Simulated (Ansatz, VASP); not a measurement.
**HfO2 in VASP and in Ansatz**

The input INCAR:

```
SYSTEM = HfO2
  PREC = Accurate
  ENCUT = 520
  EDIFF = 1E-8
  ISMEAR = -1
  SIGMA = 0.01
  LREAL = .FALSE.
  LASPH = .TRUE.
  NELM = 60
  ALGO = Normal
  ISIF = 2
  LWAVE = .FALSE.
  LCHARG = .FALSE.
  GGA = PE
  LEFG = .TRUE.
  NBANDS = 18
```

KPOINTS

```
regular mesh
0
G
  9 9 9
  0 0 0
```

File POSCAR:

```
HfO2
1.0
    0.0767250000      2.5958625000      2.5958625000
    2.5958625000      0.0767250000      2.5958625000
    2.5958625000      2.5958625000      0.0767250000
Hf O
1 2
Direct
    0.0000000000      0.0000000000      0.0000000000
    0.2500000000      0.2500000000      0.2500000000
    0.7500000000      0.7500000000      0.7500000000
```

Input for Ansatz:

```yaml
crystal:
  lattice:
    - [0.076725, 2.5958625, 2.5958625]
    - [2.5958625, 0.076725, 2.5958625]
    - [2.5958625, 2.5958625, 0.076725]
  atoms:
    - { symbol: Hf, position: [0.0, 0.0, 0.0] }
    - { symbol: O, position: [0.25, 0.25, 0.25] }
    - { symbol: O, position: [0.75, 0.75, 0.75] }
kpoints:
  mp_grid: { grid: [9, 9, 9] }
scf:
  occupations: { method: fermi_dirac, width: 0.01 }
hamiltonian:
  xc: pbe
  pseudopotentials: { kind: all_electron, datasets: crystal }
output:
  forces: true
  stress: true
  eigenvalues: true
  efg: { contact_densities: true }
```

Change from the starting cell: equal xy, yz and zx shear strains of +3 %, crystal datasets.

Alike in both runs: task electric field gradients; functional PBE; k mesh 9 × 9 × 9; occupations fermi-dirac, width 0.01 eV; no spin polarisation.

|  | VASP | Ansatz |
| --- | --- | --- |
| version | VASP 6.6.1 | Ansatz 0.2.0 |
| potentials or method | VASP PAW PBE potentials, release 64 (Hf_pv, O), cutoff 520 eV | all-electron PAW with datasets made for the crystal, scalar-relativistic |

VASP gave:

| Item | Value |
| --- | --- |
| gap on the k mesh at the Fermi level (eV) | 3.85 |
| pressure (GPa) | -5.3 |
| traceless stress, the component that is largest in VASP (GPa) | -2.00 |
| rms of the force components (eV/Å) | 0.108 |
| size of Vzz on the site where it differs most (V/Å²) | 94.6 |

Problem. Which values does Ansatz return?

Solution. gap on the k mesh at the Fermi level (eV): 3.84; pressure (GPa): -1.8; traceless stress, the component that is largest in VASP (GPa): -2.13; rms of the force components (eV/Å): 0.123; size of Vzz on the site where it differs most (V/Å²): 111.7.

Atom by atom the forces differ by 0.015 eV/Å (rms over components). Ansatz ran all-electron here, and VASP with PAW potentials.

Neither program's run includes spin-orbit coupling.
